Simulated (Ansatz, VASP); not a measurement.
## One calculation of TiH2, two programs

Contents of POSCAR:

```
TiH2
1.0
   -1.4687800000      1.4687800000      1.9628200000
    1.4687800000     -1.4687800000      1.9628200000
    1.4687800000      1.4687800000     -1.9628200000
Ti H
1 2
Direct
    0.0000000000      0.0000000000      0.0000000000
    0.7500000000      0.2500000000      0.5000000000
    0.2500000000      0.7500000000      0.5000000000
```

File INCAR.step1:

```
PREC     = Accurate       # precision mode
ENCUT    = 520            # plane-wave cutoff, eV
ISMEAR   = 0              # smearing method
SIGMA    = 0.15           # smearing width, eV
LREAL    = False          # projectors in reciprocal space
LASPH    = True           # aspherical terms in the spheres
NELM     = 80             # most SCF steps
NBANDS   = 14             # bands
GGA      = PE             # functional
ALGO     = Normal         # electronic algorithm
EDIFF    = 1E-4           # SCF threshold, eV
LWAVE    = True           # write WAVECAR
LCHARG   = False          # write CHGCAR
```

File INCAR.step2:

```
PREC     = Accurate       # precision mode
ENCUT    = 520            # plane-wave cutoff, eV
EDIFF    = 1E-6           # SCF threshold, eV
ISMEAR   = 0              # smearing method
SIGMA    = 0.15           # smearing width, eV
LREAL    = False          # projectors in reciprocal space
LASPH    = True           # aspherical terms in the spheres
NELM     = 80             # most SCF steps
ALGO     = Normal         # electronic algorithm
ISIF     = 2              # what is computed and relaxed
LWAVE    = False          # write WAVECAR
LCHARG   = True           # write CHGCAR
METAGGA  = R2SCAN         # meta-GGA
LMIXTAU  = True         
LELF     = True           # ELF
LVHAR    = True         
NBANDS   = 14             # bands
ISTART   = 1
```

KPOINTS

```
Automatic mesh
0
Gamma
  20 20 20
```

Input for Ansatz:

```yaml
crystal:
  lattice:
    - [-1.46878, 1.46878, 1.96282]
    - [1.46878, -1.46878, 1.96282]
    - [1.46878, 1.46878, -1.96282]
  atoms:
    - { symbol: Ti, position: [0.0, 0.0, 0.0] }
    - { symbol: H, position: [0.75, 0.25, 0.5] }
    - { symbol: H, position: [0.25, 0.75, 0.5] }
basis:
  ecutwfc: 500
kpoints:
  mp_grid: { grid: [20, 20, 20] }
hamiltonian:
  xc: r2scan
scf:
  occupations: { method: gaussian, width: 0.15 }
output:
  forces: true
  stress: true
  eigenvalues: true
  write_density: true
  write_potential: true
  elf: true
  volumetric_format: npy
```

Change from the starting cell: strain -0.080 along x and y, -0.080 along z, atoms carried along.

Alike in both runs: task single point; functional r2SCAN; k mesh 20 × 20 × 20; occupations gaussian, width 0.15 eV; no spin polarisation.

|  | VASP | Ansatz |
| --- | --- | --- |
| version | VASP 6.6.1 | Ansatz 0.2.0 |
| potentials or method | VASP PAW PBE potentials, release 64 (Ti_sv, H), cutoff 520 eV | scalar-relativistic, plane waves, PAW |
| valence electrons in the cell | 14 | 14 |

|  | VASP | Ansatz | Ansatz less VASP |
| --- | --- | --- | --- |
| gap on the k mesh at the Fermi level (eV) | none | none | - |
| pressure (GPa) | 54.6 | 53.9 | -0.73 |
| traceless stress, the component that is largest in VASP (GPa) | -4.04 | -3.92 | +0.127 |

VASP's potentials were made for PBE, not for r2SCAN. A gap of «none» marks a metal or a gap that the smearing closes. Both programs put the cell under a high pressure, so it lies far from rest at this level.
